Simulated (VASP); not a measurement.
# NdMo (R-3m) in VASP: a series of runs

Runs on NdMo. Level: PBE. Tasks: single point, relaxation of cell and atoms.

All numbers are computed with VASP 6.6.1; they aren't measurements. Logs are shortened: lines on timing, memory, paths and dates and some standing lists are left out, and cuts for length are marked.

**1. The cell of the first run**

Symmetry: R-3m, No. 166, trigonal system. The conventional cell has a = 4.311 Å, b = 4.311 Å, c = 19.808 Å, α = 90.00°, β = 90.00°, γ = 120.00°. Nd (site symmetry 3m) has 6 Mo at 3.02 to 3.35 Å and 4 Nd at 3.64 to 3.95 Å within 4.0 Å. Within 3.4 Å of Mo (site symmetry 3m) lie 3 Mo at 2.55 Å and 6 Nd at 3.02 to 3.35 Å.

The cell was built from a structure type or drawn by symmetry, and may not be a known phase.

**2. Single point, PBE, collinear spin**

INCAR reads:

```
PREC = Accurate
ENCUT = 500
EDIFF = 1E-6
ISMEAR = 0
SIGMA = 0.1
LREAL = F
LASPH = T
NELM = 200
ALGO = Normal
ISIF = 2
LWAVE = F
LCHARG = T
ISPIN = 2
MAGMOM = 0 0 1 1
LORBIT = 11
LMAXMIX = 6
GGA = PE
LELF = T
LVHAR = T
NBANDS = 37
GGA_COMPAT = F
```

KPOINTS reads:

```
Automatic mesh
0
Gamma
  6 6 6
```

POSCAR reads:

```
NdMo
1.0
    2.1554609029      1.2444559325      6.6025127397
   -2.1554609029      1.2444559325      6.6025127397
    0.0000000000     -2.4889118650      6.6025127397
Nd Mo
2 2
Direct
    0.0997551376      0.0997551376      0.0997551376
    0.9002448624      0.9002448624      0.9002448624
    0.6801619755      0.6801619755      0.6801619755
    0.3198380245      0.3198380245      0.3198380245
```

Potentials or basis: VASP PAW PBE potentials, release 64 (Nd_3, Mo_sv), 4f in core.

On the command line:

```
$ cat potpaw_PBE.64/Nd_3/POTCAR potpaw_PBE.64/Mo_sv/POTCAR > POTCAR
$ mpirun -np 1 vasp_std > vasp.out
```

OUTCAR:

```text
PREC = Accurate
   ENCUT = 500
   EDIFF = 1E-6
   ISMEAR = 0
   LREAL = F
   LASPH = T
   NELM = 200
   ISIF = 2
   ISPIN = 2
   LORBIT = 11
   GGA = PE

 ion  position               nearest neighbor table
   1  0.100  0.100  0.100-   3 3.02   3 3.02   3 3.02   4 3.35   4 3.35   4 3.35   2 3.64   2 3.64
                             2 3.64
   2  0.900  0.900  0.900-   4 3.02   4 3.02   4 3.02   3 3.35   3 3.35   3 3.35   1 3.64   1 3.64
                             1 3.64
   3  0.680  0.680  0.680-   4 2.55   4 2.55   4 2.55   1 3.02   1 3.02   1 3.02   2 3.35   2 3.35
                             2 3.35
   4  0.320  0.320  0.320-   3 2.55   3 2.55   3 2.55   2 3.02   2 3.02   2 3.02   1 3.35   1 3.35
                             1 3.35

  LATTYP: Found a trigonal (rhomboedric) cell.
 ALAT       =     7.0560510734
 COS(alpha) =     0.8133676761

  Lattice vectors:

 A1 = (   2.1554609029,   1.2444559325,   6.6025127397)
 A2 = (  -2.1554609029,   1.2444559325,   6.6025127397)
 A3 = (   0.0000000000,  -2.4889118650,   6.6025127397)

Analysis of symmetry for initial positions (statically):
=====================================================================
 Subroutine PRICEL returns:
 Original cell was already a primitive cell.

 Routine SETGRP: Setting up the symmetry group for a
 trigonal (rhombohedral) supercell.

 Subroutine GETGRP returns: Found 12 space group operations
 (whereof 12 operations were pure point group operations)
 out of a pool of 12 trial point group operations.

The static configuration has the point symmetry D_3d.

Analysis of symmetry for dynamics (positions and initial velocities):
=====================================================================
 Subroutine PRICEL returns:
 Original cell was already a primitive cell.

 Routine SETGRP: Setting up the symmetry group for a
 trigonal (rhombohedral) supercell.

 Subroutine GETGRP returns: Found 12 space group operations
 (whereof 12 operations were pure point group operations)
 out of a pool of 12 trial point group operations.

The dynamic configuration has the point symmetry D_3d.

Analysis of structural, dynamic, and magnetic symmetry:
=====================================================================
 Subroutine PRICEL returns:
 Original cell was already a primitive cell.

 Routine SETGRP: Setting up the symmetry group for a
 trigonal (rhombohedral) supercell.

 Subroutine GETGRP returns: Found 12 space group operations
 (whereof 12 operations were pure point group operations)
 out of a pool of 12 trial point group operations.

The overall configuration has the point symmetry D_3d.

 Subroutine INISYM returns: Found 12 space group operations
 (whereof 12 operations are pure point group operations),
 and found     1 'primitive' translations

----------------------------------------------------------------------------------------

                                     Primitive cell

  volume of cell :     106.2625

  direct lattice vectors                    reciprocal lattice vectors
     2.155460903  1.244455932  6.602512740     0.231968949  0.133927335  0.050485830
    -2.155460903  1.244455932  6.602512740    -0.231968949  0.133927335  0.050485830
     0.000000000 -2.488911865  6.602512740     0.000000000 -0.267854670  0.050485830

  length of vectors
     7.056051073  7.056051073  7.056051073     0.272570988  0.272570988  0.272570988

  position of ions in fractional coordinates (direct lattice)
     0.099755138  0.099755138  0.099755138
     0.900244862  0.900244862  0.900244862
     0.680161975  0.680161975  0.680161975
     0.319838025  0.319838025  0.319838025

  ion indices of the primitive-cell ions
   primitive index   ion index
                 1           1
                 2           2
                 3           3
                 4           4

----------------------------------------------------------------------------------------

 KPOINTS: Automatic mesh

Automatic generation of k-mesh.
 Grid dimensions read from file:
 generate k-points for:    6    6    6

 Generating k-lattice:

  Cartesian coordinates                     Fractional coordinates (reciprocal lattice)
     0.038661491  0.022321223  0.008414305     0.166666667  0.000000000  0.000000000
    -0.038661491  0.022321223  0.008414305     0.000000000  0.166666667  0.000000000
     0.000000000 -0.044642445  0.008414305     0.000000000  0.000000000  0.166666667

  Length of vectors
     0.045428498  0.045428498  0.045428498

  Shift w.r.t. Gamma in fractional coordinates (k-lattice)
     0.000000000  0.000000000  0.000000000

 Subroutine IBZKPT returns following result:
 ===========================================

 Found     32 irreducible k-points:

 Following reciprocal coordinates:
            Coordinates               Weight
  0.000000  0.000000  0.000000      1.000000
  0.166667  0.000000  0.000000      6.000000
  0.333333  0.000000  0.000000      6.000000
  0.500000  0.000000  0.000000      3.000000
  0.166667  0.166667  0.000000      6.000000
  0.333333  0.166667  0.000000     12.000000
[... 16 lines left out ...]
  0.500000  0.500000  0.166667      6.000000
 -0.333333  0.500000  0.166667     12.000000
 [... further k-points ...]
   k-points           NKPTS =     32   k-points in BZ     NKDIM =     32   number of bands    NBANDS=     37
   number of dos      NEDOS =    301   number of ions     NIONS =      4
   total plane-waves  NPLWV = 157464
   dimension x,y,z NGX =    54 NGY =   54 NGZ =   54
   dimension x,y,z NGXF=   108 NGYF=  108 NGZF=  108
   ions per type =               2   2
   NGX,Y,Z   is equivalent  to a cutoff of  12.72, 12.72, 12.72 a.u.
   NGXF,Y,Z  is equivalent  to a cutoff of  25.45, 25.45, 25.45 a.u.
 SYSTEM =  unknown system
   PREC   = accura    normal or accurate (medium, high low for compatibility)
   ISTART =      0    job   : 0-new  1-cont  2-samecut
   ICHARG =      2    charge: 1-file 2-atom 10-const
   ISPIN  =      2    spin polarized calculation?
   LNONCOLLINEAR =      F non collinear calculations
   LSORBIT =      F    spin-orbit coupling
   LASPH  =      T    aspherical Exc in radial PAW
   ENCUT  =  500.0 eV  36.75 Ry    6.06 a.u.  12.86 12.86 12.86*2*pi/ulx,y,z
   NELM   =    200;   NELMIN=  2; NELMDL= -5     # of ELM steps
   EDIFF  = 0.1E-05   stopping-criterion for ELM
   LREAL  =      F    real-space projection
   EDIFFG = 0.1E-04   stopping-criterion for IOM
   NSW    =      0    number of steps for IOM
   IBRION =     -1    ionic relax: 0-MD 1-quasi-New 2-CG
   NFREE  =      0    steps in history (QN), initial steepest desc. (CG)
   ISIF   =      2    stress and relaxation
   ISYM   =      2    0-nonsym 1-usesym 2-fastsym
   POTIM  = 0.5000    time-step for ionic-motion
   TEBEG  =    0.0;   TEEND  =   0.0 temperature during run
   PSTRESS=    0.0 pullay stress
   NELECT =      50.0000    total number of electrons
   NUPDOWN=      -1.0000    fix difference up-down
   EMIN   =  10.00;   EMAX   =-10.00  energy-range for DOS
   EFERMI =   0.00;   METHOD = LEGACY
   ISMEAR =     0;   SIGMA  =   0.10  broadening in eV -4-tet -1-fermi 0-gaus
   EFERMI_NEDOS =   21; number of points for ismear=-14 and -15
   IALGO  =     38    algorithm
   IMIX   =      4    mixing-type and parameters
     AMIX     =   0.40;   BMIX     =  1.00
     AMIX_MAG =   1.60;   BMIX_MAG =  1.00
  volume/ion in A,a.u.               =      26.57       179.27
  Fermi-wavevector in a.u.,A,eV,Ry     =   1.273322  2.406229 22.059778  1.621348
  Thomas-Fermi vector in A             =   2.406151
   LORBIT       =     11    0 simple, 1 ext, 2 COOP (PROOUT), +10 PAW based schemes
   GGA     = PE    functional components
   LHFCALC =     F    Hartree Fock is set to
   AEXX    =    0.0000 exact exchange contribution
   IVDW    =     0    specifies the selected vdW correction
   LEPSILON=     F    determine dielectric tensor
   LRPA    =     F    only Hartree local field effects (RPA)
 spin polarized calculation
 Gauss-broadening in eV      SIGMA  =   0.10
  energy-cutoff  :      500.00
  volume of cell :      106.26
 maximum number of plane-waves:      2730
 NGX is ok and might be reduce to    54
   NGX = 25   NGY = 25   NGZ = 25

 number of electron      50.0000002 magnetization       0.0827386

 number of electron      50.0000002 magnetization      -0.0010340

 Free energy of the ion-electron system (eV)
  ---------------------------------------------------
  ext. energy  EPLUGINS =         0.00000000
  ---------------------------------------------------
  free energy    TOTEN  =       -30.01293605 eV

  energy without entropy =      -29.99404034  energy(sigma->0) =      -30.00348819

 E-fermi :   5.4671     XC(G=0): -10.5273

 val. band max:        5.4613534990   @ k =   0.5000   0.1667   0.1667
 cond. band min:       5.4725347765   @ k =   0.5000   0.5000   0.1667
 fundamental gap:      0.0111812775
 Fermi energy:         5.4671062616

 spin component 1

 k-point     1 :       0.0000    0.0000    0.0000
  band No.  band energies     occupation
      1     -54.9294      1.00000
      2     -54.5666      1.00000
      3     -32.1232      1.00000
      4     -32.0551      1.00000
      5     -29.4432      1.00000
      6     -29.4432      1.00000
[... 949 lines left out ...]
     36      10.2663      0.00000
     37      10.3970      0.00000

 [... further k-points ...]

 spin component 2

 k-point     1 :       0.0000    0.0000    0.0000
  band No.  band energies     occupation
      1     -54.9293      1.00000
      2     -54.5665      1.00000
      3     -32.1234      1.00000
      4     -32.0552      1.00000
      5     -29.4432      1.00000
      6     -29.4432      1.00000
[... 949 lines left out ...]
     36      10.2661      0.00000
     37      10.3968      0.00000

 [... further k-points ...]

------------------------ aborting loop because EDIFF is reached ----------------------------------------

  FORCE on cell =-STRESS in cart. coord.  units (eV):
  Direction    XX          YY          ZZ          XY          YZ          ZX
  --------------------------------------------------------------------------------------
  -------------------------------------------------------------------------------------
  Total        0.3632173      0.3632173      0.3177297      0.0000000      0.0000000      0.0000000
  in kB        5.4764227      5.4764227      4.7905812      0.0000000      0.0000000      0.0000000
  external PRESSURE =       5.2478089 kB  Pullay stress =       0.0000000 kB

 VOLUME and BASIS-vectors are now :
 -----------------------------------------------------------------------------
  energy-cutoff  :      500.00
  volume of cell :      106.26
      direct lattice vectors                 reciprocal lattice vectors
     2.155460903  1.244455932  6.602512740     0.231968949  0.133927335  0.050485830
    -2.155460903  1.244455932  6.602512740    -0.231968949  0.133927335  0.050485830
     0.000000000 -2.488911865  6.602512740     0.000000000 -0.267854670  0.050485830

 POSITION                                       TOTAL-FORCE (eV/Angst)
 -----------------------------------------------------------------------------------
      0.00000      0.00000      1.97590         0.000000     -0.000000      0.027571
      0.00000      0.00000     17.83163         0.000000     -0.000000     -0.027571
      0.00000      0.00000     13.47233         0.000000     -0.000000      0.127432
      0.00000      0.00000      6.33520         0.000000      0.000000     -0.127432
 -----------------------------------------------------------------------------------
    total drift:                                0.000000      0.000000     -0.000000

  FREE ENERGIE OF THE ION-ELECTRON SYSTEM (eV)
  ---------------------------------------------------
  free  energy   TOTEN  =       -30.0129360485 eV

  energy  without entropy=      -29.9940403409  energy(sigma->0) =      -30.00348819

 total charge

# of ion       s       p       d       tot
------------------------------------------
    1        2.142   5.798   0.993   8.933
    2        2.142   5.798   0.993   8.933
    3        2.427   6.092   4.125  12.644
    4        2.427   6.092   4.125  12.644
--------------------------------------------------
tot          9.139  23.779  10.235  43.153

 magnetization (x)

# of ion       s       p       d       tot
------------------------------------------
    1       -0.000  -0.000  -0.000  -0.000
    2       -0.000  -0.000  -0.000  -0.000
    3        0.000  -0.000   0.000   0.000
    4        0.000  -0.000   0.000   0.000
--------------------------------------------------
tot         -0.000  -0.000  -0.000  -0.000
```

Wall time 9.4 min (1 thread of AMD EPYC 9R45 (Zen 5), shared host); peak memory 0.56 GiB.

Results:

```
Free energy                                           : -30.0129 eV
Pressure                                              : 0.5 GPa
Largest force                                         : 0.127 eV/Å
Band gap on the k mesh                                : zero (filled and empty bands overlap)
Net moment                                            : 0.00 μB per cell
Valence electrons inside the program's atomic spheres : Nd 8.93; Mo 12.64
```

Forces in eV/Å, atoms in the order of the input:
```
Nd   0.000  0.000  0.028
Nd   0.000  0.000 -0.028
Mo   0.000  0.000  0.127
Mo   0.000  0.000 -0.127
```

Levels at points of the mesh, in eV from the Fermi level:
Spin up:
| k point | band 23 | band 24 | band 25 | band 26 | band 27 | band 28 |
| --- | --- | --- | --- | --- | --- | --- |
| (0.00, 0.00, 0.00) | -1.19 | -0.97 | -0.97 | 0.22 | 0.95 | 0.95 |
| (0.50, 0.00, 0.00) | -1.31 | -0.72 | 0.18 | 1.14 | 1.25 | 1.48 |
| (0.50, 0.50, 0.00) | -1.43 | -0.74 | 0.35 | 0.67 | 0.85 | 1.69 |
| (0.50, 0.50, 0.50) | -1.09 | -0.73 | -0.73 | 0.37 | 0.37 | 0.43 |
Spin down:
```csv
k point,band 23,band 24,band 25,band 26,band 27,band 28
"(0.00, 0.00, 0.00)",-1.19,-0.97,-0.97,0.22,0.95,0.95
"(0.50, 0.00, 0.00)",-1.31,-0.72,0.18,1.14,1.25,1.48
"(0.50, 0.50, 0.00)",-1.43,-0.74,0.35,0.67,0.85,1.69
"(0.50, 0.50, 0.50)",-1.09,-0.73,-0.73,0.37,0.37,0.43
```

Caveat: the magnetic or orbital state may not be the lowest; spin-orbit coupling is left out, which moves the levels of the heavy elements; the 4f electrons are frozen in the core, so they carry no moment and show no levels.

[end of part 1 of 3]
